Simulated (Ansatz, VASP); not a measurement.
## Two plane-wave programs on Yb

```
CELL_PARAMETERS angstrom
0.00000 2.74310 2.74310
2.74310 0.00000 2.74310
2.74310 2.74310 0.00000
ATOMIC_POSITIONS crystal
Yb 0.00000 0.00000 0.00000
```

Alike in both runs: task electric field gradients; functional PBE; k mesh 12 × 12 × 12; occupations fermi-dirac, width 0.05 eV; non-collinear spin, spin-orbit coupling.

|  | VASP | Ansatz |
| --- | --- | --- |
| version | VASP 6.6.1 | Ansatz 0.2.0 |
| potentials or method | VASP PAW PBE potentials, release 64 (Yb) | PAW with Ansatz's default frozen-core files, fully relativistic files with spin-orbit coupling |
| plane-wave cutoff (eV) | 520 | 420 |
| valence electrons in the cell | 24 | 24 |

```tsv
	VASP	Ansatz	Ansatz less VASP
pressure (GPa)	-3.0	-2.7	+0.32
```
